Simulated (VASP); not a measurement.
# SiC in VASP: notebook, part 2 of 2

VASP 6.6.1. The steps go on from the part before.

## (3) G0W0 quasiparticle levels, PBE

This run uses another cell than the first one, of 10.03 Å³/atom.

POSCAR reads:

```
SiC
1.0
    0.0000000000      2.1780497564      2.1780497564
    2.1146685085      0.0000000000      2.1780497564
    2.1146685085      2.1780497564      0.0000000000
Si C
1 1
Direct
    0.2500000000      0.2500000000      0.2500000000
    0.0000000000      0.0000000000      0.0000000000
```

INCAR.step1 reads:

```
SYSTEM = SiC
  PREC = Accurate
  ENCUT = 500
  EDIFF = 1E-8
  ISMEAR = 0
  SIGMA = 0.01
  LREAL = .FALSE.
  LASPH = .TRUE.
  NELM = 100
  ALGO = Normal
  LWAVE = .TRUE.
  LCHARG = .FALSE.
  GGA = PE
```

INCAR.step2 reads:

```
SYSTEM = SiC
  PREC = Accurate
  ENCUT = 500
  EDIFF = 1E-8
  ISMEAR = 0
  SIGMA = 0.01
  LREAL = .FALSE.
  LASPH = .TRUE.
  NELM = 1
  ALGO = Exact
  LWAVE = .TRUE.
  LCHARG = .FALSE.
  GGA = PE
  NBANDS = 87
  LOPTICS = .TRUE.
  ISTART = 1
```

INCAR.step3 reads:

```
SYSTEM = SiC
  PREC = Accurate
  ENCUT = 500
  EDIFF = 1E-8
  ISMEAR = 0
  SIGMA = 0.01
  LREAL = .FALSE.
  LASPH = .TRUE.
  ALGO = EVGW0
  LWAVE = .FALSE.
  LCHARG = .FALSE.
  GGA = PE
  NELMGW = 1
  NBANDS = 87
  ENCUTGW = 150.0
  NOMEGA = 96
  PRECFOCK = Fast
  ISTART = 1
  NBANDSGW = 12
  OMEGAMAX = 20
```

KPOINTS reads:

```
regular mesh
0
G
  6 6 6
  0 0 0
```

Potentials or basis: VASP PAW PBE potentials, release 64 (Si_GW, C_GW).

Run with:

```
cat potpaw_PBE.64/Si_GW/POTCAR potpaw_PBE.64/C_GW/POTCAR > POTCAR
cp INCAR.step1 INCAR
mpirun -np 1 vasp_std > vasp.out
cp INCAR.step2 INCAR
mpirun -np 1 vasp_std > vasp.out
cp INCAR.step3 INCAR
mpirun -np 1 vasp_std > vasp.out
```

OUTCAR:

```text
SYSTEM = SiC
   PREC = Accurate
   ENCUT = 500
   EDIFF = 1E-8
   ISMEAR = 0
   LREAL = .FALSE.
   LASPH = .TRUE.
   GGA = PE
   NELMGW = 1
   ENCUTGW = 150.0
   PRECFOCK = Fast
   ISTART = 1

 ion  position               nearest neighbor table
   1  0.250  0.250  0.250-   2 1.87   2 1.87   2 1.87   2 1.87
   2  0.000  0.000  0.000-   1 1.87   1 1.87   1 1.87   1 1.87

  LATTYP: Found a body centered tetragonal cell.
 ALAT       =     3.0802275050
 C/A-ratio  =     1.3730599477

  Lattice vectors:

 A1 = (  -2.1146685085,   0.0000000000,  -2.1780497564)
 A2 = (  -2.1146685085,   0.0000000000,   2.1780497564)
 A3 = (   2.1146685085,   2.1780497564,   0.0000000000)

Analysis of symmetry for initial positions (statically):
=====================================================================
 Subroutine PRICEL returns:
 Original cell was already a primitive cell.

 Routine SETGRP: Setting up the symmetry group for a
 body centered tetragonal supercell.

 Subroutine GETGRP returns: Found  8 space group operations
 (whereof  8 operations were pure point group operations)
 out of a pool of 16 trial point group operations.

The static configuration has the point symmetry D_2d.

Analysis of symmetry for dynamics (positions and initial velocities):
=====================================================================
[... 125 lines left out ...]
   ISMEAR =     0;   SIGMA  =   0.01  broadening in eV -4-tet -1-fermi 0-gaus
   EFERMI_NEDOS =   21; number of points for ismear=-14 and -15
   IALGO  =     38    algorithm
   IMIX   =      4    mixing-type and parameters
     AMIX     =   0.40;   BMIX     =  1.00
     AMIX_MAG =   1.60;   BMIX_MAG =  1.00
  volume/ion in A,a.u.               =      10.03        67.70
  Fermi-wavevector in a.u.,A,eV,Ry     =   1.204950  2.277024 19.754345  1.451903
  Thomas-Fermi vector in A             =   2.340660
   LORBIT       =      0    0 simple, 1 ext, 2 COOP (PROOUT), +10 PAW based schemes
   GGA     = PE    functional components
   LHFCALC =     T    Hartree Fock is set to
   PRECFOCK=fast      Normal, Fast or Accurate (Low or Medium for compatibility)
   ENCUT4O =  -1.0   cutoff for four orbital integrals eV
   NKREDX  =     1    reduce k-point grid by
   NKREDY  =     1    reduce k-point grid by
   NKREDZ  =     1    reduce k-point grid by
   AEXX    =    1.0000 exact exchange contribution
   HFSCREEN=    0.0000 screening length (either q_TF or 0.3 A-1)
   HFSCREENC=   0.0000 screening length for correlation (either q_TF or 0.3 A-1)
   ENCUTFOCK=  -1.0 apply spherical cutoff to Coloumb kernel
   IVDW    =     0    specifies the selected vdW correction
   LEPSILON=     F    determine dielectric tensor
   LRPA    =     F    only Hartree local field effects (RPA)
   LRPAFORCE           =     F    calculate RPA forces
   ENCUTGW             = 150.0    cutoff for response function in eV
   ENCUTGWSOFT         = 120.0    soft cutoff for Coulomb kernel in GW response function in eV
   ENCUTLF             =  -1.0    cutoff for local field effects
   NELMGW              =     1    number of iterations in solving QP/BSE equation
   NELMHF              =     1    number of iterations in the inner HF iteration
   NKREDLFX            =     1    NKREDLFY  =   1   NKREDLFZ  =   1
 non-spin polarized calculation
 Gauss-broadening in eV      SIGMA  =   0.01
  energy-cutoff  :      500.00
  volume of cell :       20.06
 maximum number of plane-waves:       531
 NGX is ok and might be reduce to    24
  NGX = 14; NGY = 14; NGZ = 14
   NGX = 11   NGY = 11   NGZ = 11
 maximum number of plane-waves:        92
 NGX is ok and might be reduce to    14

 QP shifts <psi_nk| G(iteration)W_0 |psi_nk>: iteration 1
 for sc-GW calculations column KS-energies equals QP-energies in previous step
 and V_xc(KS)=  KS-energies - (<T + V_ion + V_H > + <T+V_H+V_ion>^1  + <V_x>^1)

 k-point   1 :       0.0000    0.0000    0.0000
  band No.  KS-energies  QP-energies   sigma(KS)   V_xc(KS)     V^pw_x(r,r')   Z            occupation Imag(sigma)

      1      -7.5386      -8.5666     -14.2451     -12.8138     -21.8499       0.7182       2.0000       1.3329
      2       8.0546       7.4619     -15.6545     -14.9045     -17.5833       0.7902       2.0000       0.0290
      3       8.0546       7.4619     -15.6545     -14.9045     -17.5833       0.7902       2.0000       0.0290
      4       8.2470       7.6631     -15.6295     -14.8897     -17.5453       0.7893       2.0000       0.0285
      5      14.7020      15.2248     -12.5564     -13.2268      -7.3514       0.7798       0.0000      -0.0725
      6      15.5823      16.1619     -10.8937     -11.6235      -5.7923       0.7943       0.0000      -0.0681
      7      15.6609      16.2400     -10.9136     -11.6422      -5.8010       0.7947       0.0000      -0.0680
      8      15.6609      16.2400     -10.9136     -11.6422      -5.8010       0.7947       0.0000      -0.0680
      9      22.3340      22.9755     -10.7104     -11.5306      -4.6543       0.7822       0.0000      -0.2139
     10      23.1976      23.8391     -10.6915     -11.5088      -4.4748       0.7850       0.0000      -0.2588
     11      25.0605      25.3055      -9.5795      -9.8967      -2.9315       0.7724       0.0000      -0.3856
     12      25.2367      25.5155      -9.9657     -10.3278      -3.0261       0.7698       0.0000      -0.6095
[... 356 lines left out ...]
      1      -2.7725      -3.6658     -15.4686     -14.2353     -21.8735       0.7243       2.0000       0.6568
      2       0.5927      -0.3240     -13.7582     -12.5188     -17.9668       0.7396       2.0000       0.2259
      3       3.2340       2.3628     -14.1864     -13.0302     -17.4273       0.7536       2.0000       0.0838
      4       4.9193       4.1111     -14.2002     -13.1543     -16.7694       0.7728       2.0000       0.0468
      5      13.5297      14.0011     -11.4396     -12.0315      -6.7838       0.7965       0.0000      -0.0591
      6      16.6878      17.2528     -11.2476     -11.9648      -5.8321       0.7878       0.0000      -0.0884
      7      18.9392      19.7391     -12.3588     -13.4039      -6.2559       0.7653       0.0000      -0.1488
      8      19.5788      20.1974     -11.4515     -12.2533      -5.3946       0.7715       0.0000      -0.1702
      9      21.3989      21.9630     -11.0956     -11.8413      -4.2101       0.7565       0.0000      -0.2888
     10      24.5775      25.1180     -11.1029     -11.8133      -3.9780       0.7609       0.0000      -0.4735
     11      29.4283      29.8983     -10.8766     -11.4929      -3.3292       0.7627       0.0000      -0.8174
     12      29.7630      30.3920     -11.3104     -12.1321      -3.8956       0.7655       0.0000      -0.7996

 [... further k-points ...]
```

OUTCAR.step1:

```text
SYSTEM = SiC
   PREC = Accurate
   ENCUT = 500
   EDIFF = 1E-8
   ISMEAR = 0
   LREAL = .FALSE.
   LASPH = .TRUE.
[... 486 lines left out ...]
      1.05733      1.08902      1.08902         0.000000     -0.000000      0.000000
      0.00000      0.00000      0.00000        -0.000000      0.000000     -0.000000
 -----------------------------------------------------------------------------------
    total drift:                               -0.000000     -0.000000     -0.000000

  FREE ENERGIE OF THE ION-ELECTRON SYSTEM (eV)
  ---------------------------------------------------
  free  energy   TOTEN  =       -15.0078937958 eV

  energy  without entropy=      -15.0078937958  energy(sigma->0) =      -15.00789380
```

OUTCAR.step2:

```text
SYSTEM = SiC
   PREC = Accurate
   ENCUT = 500
   EDIFF = 1E-8
[... 1015 lines left out ...]
  --------------------------------------------------------------------------------------------------------------
     0.00000     7.66207     7.74735     7.74735    -0.00000    -0.00000    -0.00000
     1.85338     8.17408     8.25349     8.25349    -0.00000    -0.00000    -0.00000
     3.70677    10.79073    10.70836    10.70836    -0.00000    -0.00000    -0.00000
     5.56015    10.50645    10.62689    10.62689    -0.00000    -0.00000    -0.00000
     7.41353    -3.49997    -3.57673    -3.57673     0.00000    -0.00000     0.00000
     9.26692    -2.59699    -3.09994    -3.09994     0.00000    -0.00000     0.00000
[... 92 lines left out ...]
   181.63156     0.98266     0.98267     0.98267     0.00000    -0.00000     0.00000
   183.48494     0.98303     0.98303     0.98303     0.00000    -0.00000     0.00000
```

Wall time 3.3 min (1 thread of Intel Xeon 6975P-C (Granite Rapids), shared host); peak memory 0.43 GiB.

Results:

```yaml
Quasiparticle_gap: 1.82 eV
Least_direct_quasiparticle_gap: 5.58 eV
Band_gap_of_the_starting_levels_on_the_mesh: 1.01 eV
Least_direct_gap_of_the_starting_levels_on_the_mesh: 4.53 eV
```

Caveat: the k points lie up to 0.42 Å⁻¹ apart; the cutoff is under 1.25 times the usual one of these potentials, so pressure, stress and relaxed cells hold a basis-set (Pulay) error; bands, screening cutoff and mesh are small and nothing is extrapolated, so the quasiparticle values aren't converged.
